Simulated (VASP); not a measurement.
# P (P-1) in VASP: a series of runs

Runs on P. Level: PBE. Tasks: single point.

Everything below comes from runs of VASP 6.6.1. Logs are shortened: lines on timing, memory, paths and dates and some standing lists are left out, and cuts for length are marked.

## 1. The cell of the first run

The typed cell holds 2 atoms: a = 3.710 Å, b = 3.710 Å, c = 3.710 Å, α = 55.44°, β = 55.44°, γ = 55.44°.

## 2. Single point, PBE (one atom moved)

INCAR

```
SYSTEM = P
PREC     = Accurate       ! precision mode
ENCUT    = 520            ! plane-wave cutoff, eV
EDIFF    = 1E-6           ! SCF threshold, eV
ISMEAR   = 0              ! smearing method
SIGMA    = 0.1            ! smearing width, eV
LREAL    = .FALSE.        ! projectors in reciprocal space
LASPH    = .TRUE.         ! aspherical terms in the spheres
NELM     = 100            ! most SCF steps
ALGO     = Fast           ! electronic algorithm
ISIF     = 2              ! what is computed and relaxed
LWAVE    = .FALSE.        ! write WAVECAR
LCHARG   = .FALSE.        ! write CHGCAR
GGA      = PE             ! functional
NBANDS   = 12             ! bands
```

KPOINTS

```
Automatic mesh
0
G
  12 12 12
  0 0 0
```

POSCAR

```
P
1.0
    1.7257251780      0.9963478961      3.1296800121
   -1.7257251780      0.9963478961      3.1296800121
    0.0000000000     -1.9926957921      3.1296800121
P
2
Direct
    0.2270802500      0.2270802500      0.2270802500
    0.7422439092      0.7561742848      0.8507850630
```

Potentials or basis: VASP PAW PBE potentials, release 64 (P).

Launch:

```
> cat potpaw_PBE.64/P/POTCAR > POTCAR
> mpirun -np 1 vasp_std > vasp.out
```

OUTCAR:

```text
SYSTEM = P
   PREC = Accurate
   ENCUT = 520
   EDIFF = 1E-6
   ISMEAR = 0
   LREAL = .FALSE.
   LASPH = .TRUE.
   NELM = 100
   ISIF = 2
   GGA = PE

 ion  position               nearest neighbor table
   1  0.227  0.227  0.227-   2 2.15   2 2.18   2 2.43   2 2.75   2 2.95
   2  0.742  0.756  0.851-   1 2.15   1 2.18   1 2.43   1 2.75   1 2.95

  LATTYP: Found a trigonal (rhomboedric) cell.
 ALAT       =     3.7102201415
 COS(alpha) =     0.5673129383

  Lattice vectors:

 A1 = (   1.7257251780,   0.9963478961,   3.1296800121)
 A2 = (  -1.7257251780,   0.9963478961,   3.1296800121)
 A3 = (   0.0000000000,  -1.9926957921,   3.1296800121)

Analysis of symmetry for initial positions (statically):
=====================================================================
 Subroutine PRICEL returns:
 Original cell was already a primitive cell.

 Routine SETGRP: Setting up the symmetry group for a
 trigonal (rhombohedral) supercell.

 Subroutine GETGRP returns: Found  2 space group operations
 (whereof  1 operations were pure point group operations)
 out of a pool of 12 trial point group operations.

The static configuration has the point symmetry C_1 .
 The point group associated with its full space group is S_2 .

Analysis of symmetry for dynamics (positions and initial velocities):
=====================================================================
 Subroutine PRICEL returns:
 Original cell was already a primitive cell.

 Routine SETGRP: Setting up the symmetry group for a
 trigonal (rhombohedral) supercell.

 Subroutine GETGRP returns: Found  2 space group operations
 (whereof  1 operations were pure point group operations)
 out of a pool of 12 trial point group operations.

The dynamic configuration has the point symmetry C_1 .
 The point group associated with its full space group is S_2 .

 Subroutine INISYM returns: Found  2 space group operations
 (whereof  1 operations are pure point group operations),
 and found     1 'primitive' translations

----------------------------------------------------------------------------------------

                                     Primitive cell

  volume of cell :      32.2875

  direct lattice vectors                    reciprocal lattice vectors
     1.725725178  0.996347896  3.129680012     0.289733271  0.167277582  0.106507161
    -1.725725178  0.996347896  3.129680012    -0.289733271  0.167277582  0.106507161
     0.000000000 -1.992695792  3.129680012     0.000000000 -0.334555164  0.106507161

  length of vectors
     3.710220141  3.710220141  3.710220141     0.351099605  0.351099605  0.351099605

  position of ions in fractional coordinates (direct lattice)
     0.227080250  0.227080250  0.227080250
     0.742243909  0.756174285  0.850785063

  ion indices of the primitive-cell ions
   primitive index   ion index
                 1           1
                 2           2

----------------------------------------------------------------------------------------

 KPOINTS: Automatic mesh

Automatic generation of k-mesh.
 Grid dimensions read from file:
 generate k-points for:   12   12   12

 Generating k-lattice:

  Cartesian coordinates                     Fractional coordinates (reciprocal lattice)
     0.024144439  0.013939798  0.008875597     0.083333333  0.000000000  0.000000000
    -0.024144439  0.013939798  0.008875597     0.000000000  0.083333333  0.000000000
     0.000000000 -0.027879597  0.008875597     0.000000000  0.000000000  0.083333333

  Length of vectors
     0.029258300  0.029258300  0.029258300

  Shift w.r.t. Gamma in fractional coordinates (k-lattice)
     0.000000000  0.000000000  0.000000000

 Subroutine IBZKPT returns following result:
 ===========================================

 Found    868 irreducible k-points:

 Following reciprocal coordinates:
            Coordinates               Weight
  0.000000  0.000000  0.000000      1.000000
  0.083333 -0.000000 -0.000000      2.000000
 -0.000000  0.083333 -0.000000      2.000000
  0.000000  0.000000  0.083333      2.000000
  0.166667 -0.000000  0.000000      2.000000
 -0.000000  0.166667  0.000000      2.000000
[... 16 lines left out ...]
  0.166667  0.083333  0.000000      2.000000
 -0.166667  0.000000 -0.083333      2.000000
 [... further k-points ...]
   k-points           NKPTS =    868   k-points in BZ     NKDIM =    868   number of bands    NBANDS=     12
   number of dos      NEDOS =    301   number of ions     NIONS =      2
   total plane-waves  NPLWV =  21952
   dimension x,y,z NGX =    28 NGY =   28 NGZ =   28
   dimension x,y,z NGXF=    56 NGYF=   56 NGZF=   56
   ions per type =               2
   NGX,Y,Z   is equivalent  to a cutoff of  12.55, 12.55, 12.55 a.u.
   NGXF,Y,Z  is equivalent  to a cutoff of  25.09, 25.09, 25.09 a.u.
 SYSTEM =  P
   PREC   = accura    normal or accurate (medium, high low for compatibility)
   ISTART =      0    job   : 0-new  1-cont  2-samecut
   ICHARG =      2    charge: 1-file 2-atom 10-const
   ISPIN  =      1    spin polarized calculation?
   LNONCOLLINEAR =      F non collinear calculations
   LSORBIT =      F    spin-orbit coupling
   LASPH  =      T    aspherical Exc in radial PAW
   ENCUT  =  520.0 eV  38.22 Ry    6.18 a.u.   6.90  6.90  6.90*2*pi/ulx,y,z
   NELM   =    100;   NELMIN=  2; NELMDL= -5     # of ELM steps
   EDIFF  = 0.1E-05   stopping-criterion for ELM
   LREAL  =      F    real-space projection
   EDIFFG = 0.1E-04   stopping-criterion for IOM
   NSW    =      0    number of steps for IOM
   IBRION =     -1    ionic relax: 0-MD 1-quasi-New 2-CG
   NFREE  =      0    steps in history (QN), initial steepest desc. (CG)
   ISIF   =      2    stress and relaxation
   ISYM   =      2    0-nonsym 1-usesym 2-fastsym
   POTIM  = 0.5000    time-step for ionic-motion
   TEBEG  =    0.0;   TEEND  =   0.0 temperature during run
   PSTRESS=    0.0 pullay stress
   NELECT =      10.0000    total number of electrons
   NUPDOWN=      -1.0000    fix difference up-down
   EMIN   =  10.00;   EMAX   =-10.00  energy-range for DOS
   EFERMI =   0.00;   METHOD = LEGACY
   ISMEAR =     0;   SIGMA  =   0.10  broadening in eV -4-tet -1-fermi 0-gaus
   EFERMI_NEDOS =   21; number of points for ismear=-14 and -15
   IALGO  =     68    algorithm
   IMIX   =      4    mixing-type and parameters
     AMIX     =   0.40;   BMIX     =  1.00
     AMIX_MAG =   1.60;   BMIX_MAG =  1.00
  volume/ion in A,a.u.               =      16.14       108.94
  Fermi-wavevector in a.u.,A,eV,Ry     =   1.107636  2.093128 16.692396  1.226857
  Thomas-Fermi vector in A             =   2.244152
   LORBIT       =      0    0 simple, 1 ext, 2 COOP (PROOUT), +10 PAW based schemes
   GGA     = PE    functional components
   LHFCALC =     F    Hartree Fock is set to
   AEXX    =    0.0000 exact exchange contribution
   IVDW    =     0    specifies the selected vdW correction
   LEPSILON=     F    determine dielectric tensor
   LRPA    =     F    only Hartree local field effects (RPA)
 non-spin polarized calculation
 RMM-DIIS sequential band-by-band and
 Gauss-broadening in eV      SIGMA  =   0.10
  energy-cutoff  :      520.00
  volume of cell :       32.29
 maximum number of plane-waves:       886
   NGX = 13   NGY = 13   NGZ = 13

 number of electron      10.0000000 magnetization

 Free energy of the ion-electron system (eV)
  ---------------------------------------------------
  ext. energy  EPLUGINS =         0.00000000
  ---------------------------------------------------
  free energy    TOTEN  =       -10.46086410 eV

  energy without entropy =      -10.45910365  energy(sigma->0) =      -10.45998388

 E-fermi :   8.7559     XC(G=0): -10.7188

 val. band max:        8.7518459030   @ k =  -0.4167   0.0000  -0.4167
 cond. band min:       8.7629031171   @ k =  -0.2500  -0.2500   0.0833
 fundamental gap:      0.0110572140
 Fermi energy:         8.7558683166

 k-point     1 :       0.0000    0.0000    0.0000
  band No.  band energies     occupation
      1      -7.7808      2.00000
      2       4.9545      2.00000
      3       5.3965      2.00000
      4       5.9347      2.00000
      5       6.7170      2.00000
      6       9.6023      0.00000
      7      10.2692      0.00000
      8      12.3865      0.00000
      9      14.1669      0.00000
     10      16.1358      0.00000
     11      16.1455      0.00000
     12      16.9029      0.00000

 k-point     2 :       0.0833   -0.0000   -0.0000
  band No.  band energies     occupation
      1      -7.6681      2.00000
      2       3.9449      2.00000
      3       5.4840      2.00000
      4       6.0408      2.00000
      5       6.8613      2.00000
      6       9.8977      0.00000
      7      10.5848      0.00000
      8      12.2899      0.00000
      9      13.7212      0.00000
     10      15.1020      0.00000
     11      15.4854      0.00000
     12      17.6131      0.00000

 k-point     3 :      -0.0000    0.0833   -0.0000
  band No.  band energies     occupation
      1      -7.6685      2.00000
      2       3.9498      2.00000
      3       5.5553      2.00000
      4       5.9492      2.00000
      5       6.8789      2.00000
      6       9.8654      0.00000
      7      10.5993      0.00000
      8      12.2871      0.00000
      9      13.7449      0.00000
     10      15.1360      0.00000
     11      15.4563      0.00000
     12      17.6279      0.00000
[... 286 lines left out ...]
 k-point    23 :       0.1667    0.0833    0.0000
  band No.  band energies     occupation
      1      -7.4034      2.00000
      2       3.1226      2.00000
      3       4.7328      2.00000
      4       5.2682      2.00000
      5       8.1254      2.00000
      6       9.7952      0.00000
      7      10.4488      0.00000
      8      12.5986      0.00000
      9      13.8425      0.00000
     10      14.2636      0.00000
     11      15.8544      0.00000
     12      18.1808      0.00000

 k-point    24 :      -0.1667    0.0000   -0.0833
  band No.  band energies     occupation
      1      -7.3873      2.00000
      2       2.6923      2.00000
      3       4.7376      2.00000
      4       6.0845      2.00000
      5       7.5249      2.00000
      6      10.0047      0.00000
      7      11.0534      0.00000
      8      12.2032      0.00000
      9      13.3493      0.00000
     10      14.3588      0.00000
     11      16.2298      0.00000
     12      17.8917      0.00000

 [... further k-points ...]
[... 5 lines left out ...]
  --------------------------------------------------------------------------------------
  -------------------------------------------------------------------------------------
  Total        1.5722929      1.1500846      1.0648040      0.1509025     -1.0850469     -0.2106449
  in kB       78.0207641     57.0698255     52.8380088      7.4881244    -53.8425041    -10.4526825
  external PRESSURE =      62.6428662 kB  Pullay stress =       0.0000000 kB

 VOLUME and BASIS-vectors are now :
 -----------------------------------------------------------------------------
  energy-cutoff  :      520.00
  volume of cell :       32.29
      direct lattice vectors                 reciprocal lattice vectors
     1.725725178  0.996347896  3.129680012     0.289733271  0.167277582  0.106507161
    -1.725725178  0.996347896  3.129680012    -0.289733271  0.167277582  0.106507161
     0.000000000 -1.992695792  3.129680012     0.000000000 -0.334555164  0.106507161

 POSITION                                       TOTAL-FORCE (eV/Angst)
 -----------------------------------------------------------------------------------
      0.00000      0.00000      2.13207        -0.271632     -1.155237      1.452659
     -0.02404     -0.20241      7.35225         0.271632      1.155237     -1.452659
 -----------------------------------------------------------------------------------
    total drift:                               -0.000001      0.000001     -0.000000

  FREE ENERGIE OF THE ION-ELECTRON SYSTEM (eV)
  ---------------------------------------------------
  free  energy   TOTEN  =       -10.4608641012 eV

  energy  without entropy=      -10.4591036522  energy(sigma->0) =      -10.45998388
```

Run time: 5.3 min. Hardware: 1 thread of Oxide Virtual Turin-like, shared host; peak memory 0.32 GiB.

Results:

```yaml
Free_energy: -10.4609 eV
Pressure: 6.3 GPa
Largest_force: 1.876 eV/Å
Band_gap_on_the_k_mesh: zero (bands 5 and 6 overlap by 0.99 eV)
```

Forces in eV/Å, atoms in the order of the input:
```
P   -0.272 -1.155  1.453
P    0.272  1.155 -1.453
```

Levels at points of the mesh, in eV from the Fermi level:
```csv
k point,band 2,band 3,band 4,band 5,band 6,band 7,band 8,band 9
"(0.00, 0.00, 0.00)",-3.80,-3.36,-2.82,-2.04,0.85,1.51,3.63,5.41
"(0.50, 0.00, 0.00)",-12.38,-3.81,-3.63,-0.22,-0.08,0.75,1.51,8.89
"(0.00, 0.50, 0.00)",-12.17,-3.88,-3.57,-0.25,-0.08,0.62,1.61,8.84
"(0.00, 0.00, 0.50)",-10.80,-4.63,-2.92,-0.99,-0.69,1.10,1.35,8.80
"(0.50, 0.50, 0.00)",-9.05,-7.05,-5.83,-4.46,-0.63,6.54,8.14,9.01
"(0.50, 0.00, 0.50)",-10.69,-5.97,-5.34,-5.01,-0.12,6.84,7.96,8.92
"(0.00, 0.50, 0.50)",-10.96,-5.82,-5.35,-5.06,0.05,6.75,7.81,9.07
"(0.50, 0.50, 0.50)",-10.34,-3.97,-1.93,-0.70,0.01,1.10,2.76,8.51
```

Caveat: the cell differs from its parent crystal (one atom moved); the cell stands under pressure; forces of over 1 eV/Å act on the atoms, so gaps and moduli don't describe the material at rest.

## 3. Single point, PBE (one atom moved)

INCAR

```
SYSTEM = P
PREC = Accurate
ENCUT = 520
EDIFF = 1E-6
ISMEAR = 0
SIGMA = 0.1
LREAL = .FALSE.
LASPH = .TRUE.
NELM = 60
ALGO = Fast
ISIF = 2
LWAVE = .FALSE.
LCHARG = .FALSE.
GGA = PE
NBANDS = 12
```

KPOINTS

```
regular mesh
0
G
  12 12 12
  0 0 0
```

POSCAR

```
P
1.0
    1.7257251780      0.9963478961      3.1296800121
   -1.7257251780      0.9963478961      3.1296800121
    0.0000000000     -1.9926957921      3.1296800121
P
2
Direct
    0.2955459658      0.1899034207      0.1808537341
    0.7729197500      0.7729197500      0.7729197500
```

Potentials or basis: VASP PAW PBE potentials, release 64 (P).

Launch:

```
> cat potpaw_PBE.64/P/POTCAR > POTCAR
> mpirun -np 1 vasp_std > vasp.out
```

Run time: 7.5 min. Hardware: 1 thread of Oxide Virtual Turin-like, shared host; peak memory 0.32 GiB.

The run converged. Its results:

| Quantity | Value |
| --- | --- |
| Free energy | -10.4437 eV |
| Pressure | 5.9 GPa |
| Largest force | 2.170 eV/Å |
| Band gap on the k mesh | zero (bands 5 and 6 overlap by 1.22 eV) |

Forces on the atoms (eV/Å):
```
P   -1.575 -0.948  1.153
P    1.575  0.948 -1.153
```

Stress tensor (GPa, compression positive):
```
 8.28  3.58 -6.59
 3.58  4.68 -4.13
-6.59 -4.13  4.73
```

Levels at points of the mesh, in eV from the Fermi level:
```tsv
k point	band 1	band 2	band 3	band 4	band 5	band 6	band 7	band 8	band 9	band 10
(0.00, 0.00, 0.00)	-16.42	-3.74	-3.33	-2.56	-2.00	1.03	1.53	4.03	5.62	7.14
(0.50, 0.00, 0.00)	-12.76	-12.13	-3.74	-3.43	-0.50	0.59	0.89	0.89	9.02	10.52
(0.00, 0.50, 0.00)	-13.41	-11.24	-4.00	-3.12	-0.60	-0.49	0.77	1.55	8.79	9.66
(0.00, 0.00, 0.50)	-13.49	-11.11	-4.08	-3.05	-0.64	-0.62	0.86	1.51	8.80	9.63
(0.50, 0.50, 0.00)	-13.12	-9.25	-6.87	-5.36	-4.75	-0.42	6.84	8.31	8.48	9.28
(0.50, 0.00, 0.50)	-13.09	-9.40	-6.76	-5.31	-4.80	-0.39	6.90	8.37	8.39	9.28
(0.00, 0.50, 0.50)	-12.12	-11.33	-5.56	-5.43	-5.04	0.72	6.44	7.30	9.39	9.55
(0.50, 0.50, 0.50)	-14.61	-10.49	-3.63	-1.67	-0.77	0.04	1.33	2.69	8.70	9.50
```

Caveat: the cell differs from its parent crystal (one atom moved); the cell stands under pressure; forces of over 1 eV/Å act on the atoms, so gaps and moduli don't describe the material at rest.
